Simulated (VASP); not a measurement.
# SrVO3 (Pm-3m) in VASP: a series of runs

SrVO3 is run at these levels: PBE+U; tasks: single point.

All numbers are computed with VASP 6.6.1; they aren't measurements. Logs are shortened: lines on timing, memory, paths and dates and some standing lists are left out, and cuts for length are marked.

## Step 1: The cell of the first run

It takes space group Pm-3m (No. 221, cubic). Conventional cell: a = 3.850 Å, b = 3.850 Å, c = 3.850 Å, α = 90.00°, β = 90.00°, γ = 90.00°. Sr (site symmetry m-3m) has 12 O at 2.72 Å and 8 V at 3.33 Å within 3.6 Å. Within 2.6 Å of V (site symmetry m-3m) lie 6 O at 1.93 Å. Within 2.6 Å of O (site symmetry 4/mmm) lie 2 V at 1.93 Å.

## Step 2: Single point, PBE+U, collinear spin, ferromagnetic start

Contents of INCAR:

```
SYSTEM = SrVO3
ALGO = Normal
EDIFF = 1E-6
ENCUT = 520
GGA = PE
ISIF = 2
ISMEAR = 0
ISPIN = 2
LASPH = .TRUE.
LCHARG = .FALSE.
LDAU = .TRUE.
LDAUJ = 0 0 0
LDAUL = -1 2 -1
LDAUPRINT = 1
LDAUTYPE = 2
LDAUU = 0 3.25 0
LMAXMIX = 4
LORBIT = 11
LREAL = .FALSE.
LWAVE = .FALSE.
MAGMOM = 0 1.1 0 0 0
NBANDS = 32
NELM = 150
PREC = Accurate
SIGMA = 0.1
```

Contents of KPOINTS:

```
k-points
0
G
  6 6 6
  0 0 0
```

Contents of POSCAR:

```
SrVO3
1.0
    3.8500000000      0.0000000000      0.0000000000
    0.0000000000      3.8500000000      0.0000000000
    0.0000000000      0.0000000000      3.8500000000
Sr V O
1 1 3
Direct
    0.0000000000      0.0000000000      0.0000000000
    0.5000000000      0.5000000000      0.5000000000
    0.5000000000      0.5000000000      0.0000000000
    0.5000000000      0.0000000000      0.5000000000
    0.0000000000      0.5000000000      0.5000000000
```

Potentials or basis: VASP PAW PBE potentials, release 64 (Sr_sv, V_sv, O).

On the command line:

```
cat potpaw_PBE.64/Sr_sv/POTCAR potpaw_PBE.64/V_sv/POTCAR potpaw_PBE.64/O/POTCAR > POTCAR
mpirun -np 1 vasp_std > vasp.out
```

OUTCAR:

```text
SYSTEM = SrVO3
   EDIFF = 1E-6
   ENCUT = 520
   GGA = PE
   ISIF = 2
   ISMEAR = 0
   ISPIN = 2
   LASPH = .TRUE.
   LORBIT = 11
   LREAL = .FALSE.
   NELM = 150
   PREC = Accurate

 ion  position               nearest neighbor table
   1  0.000  0.000  0.000-   3 2.72   4 2.72   5 2.72   4 2.72   5 2.72   3 2.72   5 2.72   5 2.72
                             3 2.72   4 2.72   4 2.72   3 2.72   2 3.33   2 3.33   2 3.33   2 3.33
   2  0.500  0.500  0.500-   3 1.93   4 1.93   5 1.93   3 1.93   4 1.93   5 1.93   1 3.33   1 3.33
                             1 3.33   1 3.33   1 3.33   1 3.33   1 3.33   1 3.33
   3  0.500  0.500  0.000-   2 1.93   2 1.93   1 2.72   1 2.72   1 2.72   1 2.72
   4  0.500  0.000  0.500-   2 1.93   2 1.93   1 2.72   1 2.72   1 2.72   1 2.72
   5  0.000  0.500  0.500-   2 1.93   2 1.93   1 2.72   1 2.72   1 2.72   1 2.72

  LATTYP: Found a simple cubic cell.
 ALAT       =     3.8500000000

  Lattice vectors:

 A1 = (   3.8500000000,   0.0000000000,   0.0000000000)
 A2 = (   0.0000000000,   3.8500000000,   0.0000000000)
 A3 = (   0.0000000000,   0.0000000000,   3.8500000000)

Analysis of symmetry for initial positions (statically):
=====================================================================
 Subroutine PRICEL returns:
 Original cell was already a primitive cell.

 Routine SETGRP: Setting up the symmetry group for a
 simple cubic supercell.

 Subroutine GETGRP returns: Found 48 space group operations
 (whereof 48 operations were pure point group operations)
 out of a pool of 48 trial point group operations.

The static configuration has the point symmetry O_h .

Analysis of symmetry for dynamics (positions and initial velocities):
=====================================================================
 Subroutine PRICEL returns:
 Original cell was already a primitive cell.

 Routine SETGRP: Setting up the symmetry group for a
 simple cubic supercell.

 Subroutine GETGRP returns: Found 48 space group operations
 (whereof 48 operations were pure point group operations)
 out of a pool of 48 trial point group operations.

The dynamic configuration has the point symmetry O_h .

Analysis of structural, dynamic, and magnetic symmetry:
=====================================================================
 Subroutine PRICEL returns:
 Original cell was already a primitive cell.

 Routine SETGRP: Setting up the symmetry group for a
 simple cubic supercell.

 Subroutine GETGRP returns: Found 48 space group operations
[... 178 lines left out ...]
  o =  0.4548  v =  1.0000  0.0000  0.0000  0.0000  0.0000  0.0000  0.0000  0.0000  0.0000  0.0000      0.0000  0.0000  0.0000  0.0000  0.0000  0.0000  0.0000  0.0000  0.0000  0.0000

 number of electron      41.0000017 magnetization       1.0000775

 Free energy of the ion-electron system (eV)
  ---------------------------------------------------
  ext. energy  EPLUGINS =         0.00000000
  ---------------------------------------------------
  free energy    TOTEN  =       -36.08942308 eV

  energy without entropy =      -36.07074686  energy(sigma->0) =      -36.08008497

 E-fermi :   6.1402     XC(G=0): -11.5318

 val. band max:        6.1334455046   @ k =   0.5000   0.3333   0.0000
 cond. band min:       6.1686916823   @ k =   0.3333   0.1667   0.0000
 fundamental gap:      0.0352461777
 Fermi energy:         6.1402307252

 spin component 1

 k-point     1 :       0.0000    0.0000    0.0000
  band No.  band energies     occupation
      1     -60.6329      1.00000
      2     -34.4393      1.00000
      3     -34.4393      1.00000
      4     -34.4393      1.00000
      5     -28.2626      1.00000
      6     -13.4081      1.00000
[... 689 lines left out ...]
     31      15.0031      0.00000
     32      19.2697      0.00000
 Fermi energy:         6.1402307252

 spin component 2

 k-point     1 :       0.0000    0.0000    0.0000
  band No.  band energies     occupation
      1     -59.4695      1.00000
      2     -33.2928      1.00000
      3     -33.2928      1.00000
      4     -33.2928      1.00000
      5     -28.2642      1.00000
      6     -13.4512      1.00000
[... 689 lines left out ...]
     31      15.0515      0.00000
     32      19.2334      0.00000

------------------------ aborting loop because EDIFF is reached ----------------------------------------

  FORCE on cell =-STRESS in cart. coord.  units (eV):
  Direction    XX          YY          ZZ          XY          YZ          ZX
  --------------------------------------------------------------------------------------
  -------------------------------------------------------------------------------------
  Total        2.4714840      2.4714840      2.4714840     -0.0000000     -0.0000000      0.0000000
  in kB       69.3882909     69.3882909     69.3882909     -0.0000000     -0.0000000      0.0000000
  external PRESSURE =      69.3882909 kB  Pullay stress =       0.0000000 kB

 VOLUME and BASIS-vectors are now :
 -----------------------------------------------------------------------------
  energy-cutoff  :      520.00
  volume of cell :       57.07
      direct lattice vectors                 reciprocal lattice vectors
     3.850000000  0.000000000  0.000000000     0.259740260  0.000000000  0.000000000
     0.000000000  3.850000000  0.000000000     0.000000000  0.259740260  0.000000000
     0.000000000  0.000000000  3.850000000     0.000000000  0.000000000  0.259740260

 POSITION                                       TOTAL-FORCE (eV/Angst)
 -----------------------------------------------------------------------------------
      0.00000      0.00000      0.00000         0.000000      0.000000      0.000000
      1.92500      1.92500      1.92500         0.000000      0.000000      0.000000
      1.92500      1.92500      0.00000         0.000000      0.000000      0.000000
      1.92500      0.00000      1.92500         0.000000      0.000000      0.000000
      0.00000      1.92500      1.92500         0.000000      0.000000      0.000000
 -----------------------------------------------------------------------------------
    total drift:                                0.000000      0.000000     -0.000000

  FREE ENERGIE OF THE ION-ELECTRON SYSTEM (eV)
  ---------------------------------------------------
  free  energy   TOTEN  =       -36.0894230756 eV

  energy  without entropy=      -36.0707468551  energy(sigma->0) =      -36.08008497

 total charge

# of ion       s       p       d       tot
------------------------------------------
    1        2.000   5.802   0.217   8.019
    2        2.290   6.354   2.850  11.493
    3        1.564   3.496   0.000   5.060
    4        1.564   3.496   0.000   5.060
    5        1.564   3.496   0.000   5.060
--------------------------------------------------
tot          8.980  22.644   3.067  34.691

 magnetization (x)

# of ion       s       p       d       tot
------------------------------------------
    1       -0.000  -0.002   0.002  -0.001
    2        0.009   0.010   1.090   1.109
    3       -0.002  -0.051   0.000  -0.053
    4       -0.002  -0.051   0.000  -0.053
    5       -0.002  -0.051   0.000  -0.053
--------------------------------------------------
tot          0.003  -0.145   1.092   0.949
```

OSZICAR:

```text
N       E                     dE             d eps       ncg     rms          rms(c)
DAV:   1     0.408294366429E+03    0.40829E+03   -0.22972E+04  2560   0.134E+03
DAV:   2    -0.237635776772E+02   -0.43206E+03   -0.41442E+03  3024   0.395E+02
DAV:   3    -0.464922173802E+02   -0.22729E+02   -0.22518E+02  3096   0.977E+01
DAV:   4    -0.470671124111E+02   -0.57490E+00   -0.57389E+00  3728   0.127E+01
DAV:   5    -0.470740492783E+02   -0.69369E-02   -0.69365E-02  3048   0.134E+00    0.379E+01
DAV:   6    -0.373301338546E+02    0.97439E+01   -0.46680E+01  2808   0.573E+01    0.171E+01
DAV:   7    -0.365540245811E+02    0.77611E+00   -0.16193E+01  2672   0.354E+01    0.161E+01
DAV:   8    -0.360750586298E+02    0.47897E+00   -0.14904E+00  2848   0.106E+01    0.574E+00
DAV:   9    -0.361416757036E+02   -0.66617E-01   -0.40106E-01  3152   0.456E+00    0.282E+00
DAV:  10    -0.360892436856E+02    0.52432E-01   -0.16866E-01  2800   0.373E+00    0.815E-01
DAV:  11    -0.360895284657E+02   -0.28478E-03   -0.77271E-03  3008   0.561E-01    0.419E-01
DAV:  12    -0.360892533549E+02    0.27511E-03   -0.60893E-03  2984   0.561E-01    0.201E-01
DAV:  13    -0.360896379618E+02   -0.38461E-03   -0.69811E-04  2872   0.165E-01    0.162E-01
DAV:  14    -0.360895066052E+02    0.13136E-03   -0.11203E-04  3024   0.966E-02    0.934E-02
DAV:  15    -0.360894567818E+02    0.49823E-04   -0.41508E-05  3152   0.515E-02    0.618E-02
DAV:  16    -0.360894235428E+02    0.33239E-04   -0.77769E-05  2960   0.775E-02    0.123E-02
DAV:  17    -0.360894230756E+02    0.46716E-06   -0.81378E-06  3008   0.178E-02
   1 F= -.36089423E+02 E0= -.36080085E+02  d E =-.186762E-01  mag=     1.0000
```

stdout:

```text
POSCAR found type information on POSCAR SrV O
 POSCAR found :  3 types and       5 ions
 scaLAPACK will be used
 LDA part: xc-table for (Slater+PW92), standard interpolation
 POSCAR, INCAR and KPOINTS ok, starting setup
 FFT: planning ... GRIDC
 FFT: planning ... GRID_SOFT
 FFT: planning ... GRID
 WAVECAR not read
 entering main loop
```

Run time: 65 s. Hardware: 1 thread of Intel Xeon 6975P-C, shared host; peak memory 0.23 GiB.

What came out:

| Property | Result |
| --- | --- |
| Free energy | -36.0894 eV |
| Pressure | 6.9 GPa |
| Band gap on the k mesh | zero (filled and empty bands overlap) |
| Net moment | 1.00 μB per cell |
| Site moments | Sr -0.00; V +1.11; O -0.05 μB |
| Valence electrons inside the program's atomic spheres | Sr 8.02; V 11.49; O 5.06 |

Eigenvalues of the final occupation matrices:
```csv
site,spin,trace,eigenvalues
site 2 d,1,1.99,0.31 0.31 0.45 0.45 0.45
site 2 d,2,0.90,0.11 0.11 0.11 0.29 0.29
```

The state reached can hang on the start; a lower one may exist.

## Step 3: Single point, PBE+U, collinear spin, ferromagnetic start

Contents of INCAR:

```
PREC = Accurate
ENCUT = 520
EDIFF = 1E-6
ISMEAR = 0
SIGMA = 0.1
LREAL = False
LASPH = True
NELM = 150
ALGO = Normal
ISIF = 2
LWAVE = False
LCHARG = False
ISPIN = 2
MAGMOM = 0 1.1 0 0 0
LORBIT = 11
LMAXMIX = 4
LDAU = True
LDAUTYPE = 2
LDAUL = -1 2 -1
LDAUU = 0 3.25 0
LDAUJ = 0 0 0
LDAUPRINT = 1
GGA = PE
NBANDS = 32
```

Contents of KPOINTS:

```
Automatic mesh
0
Gamma
  6 6 6
```

POSCAR is that of step 2.

Potentials or basis: VASP PAW PBE potentials, release 64 (Sr_sv, V_sv, O).

On the command line:

```
cat potpaw_PBE.64/Sr_sv/POTCAR potpaw_PBE.64/V_sv/POTCAR potpaw_PBE.64/O/POTCAR > POTCAR
mpirun -np 1 vasp_std > vasp.out
```

Run time: 58 s. Hardware: 1 thread of Intel Xeon 6975P-C, shared host; peak memory 0.23 GiB.

Results (log left out):

```
Free energy                                           : -36.0894 eV
Pressure                                              : 6.9 GPa
Band gap on the k mesh                                : zero (filled and empty bands overlap)
Net moment                                            : 1.00 μB per cell
Site moments                                          : Sr -0.00; V +1.11; O -0.05 μB
Valence electrons inside the program's atomic spheres : Sr 8.02; V 11.49; O 5.06
```

Levels at points of the mesh, in eV from the Fermi level:
Spin up:
| k point | band 19 | band 20 | band 21 | band 22 | band 23 | band 24 |
| --- | --- | --- | --- | --- | --- | --- |
| (0.00, 0.00, 0.00) | -2.19 | -2.19 | -1.67 | -1.67 | -1.67 | 1.25 |
| (0.50, 0.00, 0.00) | -2.65 | -2.65 | -1.57 | 0.42 | 0.42 | 1.26 |
| (0.50, 0.50, 0.00) | -3.39 | -1.86 | 0.36 | 0.36 | 0.63 | 2.25 |
| (0.50, 0.50, 0.50) | -1.76 | -1.76 | 0.89 | 0.89 | 0.89 | 5.32 |
Spin down:
```csv
k point,band 16,band 17,band 18,band 19,band 20,band 21,band 22,band 23,band 24,band 25
"(0.00, 0.00, 0.00)",-3.08,-3.08,-2.28,-2.28,-2.28,0.55,0.55,0.55,1.94,1.94
"(0.50, 0.00, 0.00)",-4.11,-4.11,-3.94,-2.72,-2.72,0.74,1.96,2.32,2.32,4.10
"(0.50, 0.50, 0.00)",-4.66,-3.99,-3.46,-3.46,-1.96,2.33,2.33,2.75,2.89,5.94
"(0.50, 0.50, 0.50)",-5.48,-5.48,-1.86,-1.86,-1.86,2.96,2.96,2.96,5.37,5.37
```

Eigenvalues of the final occupation matrices:
```tsv
site	spin	trace	eigenvalues
site 2 d	1	1.99	0.31 0.31 0.45 0.45 0.45
site 2 d	2	0.90	0.11 0.11 0.11 0.29 0.29
```
